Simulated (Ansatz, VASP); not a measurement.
# One calculation of PbO, two programs

```
CELL_PARAMETERS angstrom
4.05682 0.00000 0.00000
0.00000 4.05682 0.00000
0.00000 0.00000 5.59708
ATOMIC_POSITIONS crystal
Pb 0.50000 0.00000 0.21262
Pb 0.00000 0.50000 0.78738
O 0.00000 0.00000 0.00000
O 0.50000 0.50000 0.00000
```

Alike in both runs: functional PBE; k mesh 8 × 8 × 6; occupations gaussian, width 0.05 eV; no spin polarisation.

Ansatz relaxed the structure, and its values are those at the end. VASP's run is a single point on that final structure, the one shown.

```csv
,VASP,Ansatz
version,VASP 6.6.1,Ansatz 0.2.0
potentials or method,"VASP PAW PBE potentials, release 64 (Pb_d, O), cutoff 520 eV","scalar-relativistic, plane waves, PAW"
valence electrons in the cell,40,40
```

Ansatz gave:

| Quantity | Value |
| --- | --- |
| gap on the k mesh at the Fermi level (eV) | 1.80 |
| least direct gap on the mesh (eV) | 1.91 |
| pressure (GPa) | 0.0 |
| rms of the force components (eV/Å) | 0.001 |

Problem. Estimate VASP's values.

Solution. gap on the k mesh at the Fermi level (eV): 1.80; least direct gap on the mesh (eV): 1.90; pressure (GPa): 0.1; rms of the force components (eV/Å): 0.014.

Spin-orbit coupling is off throughout.
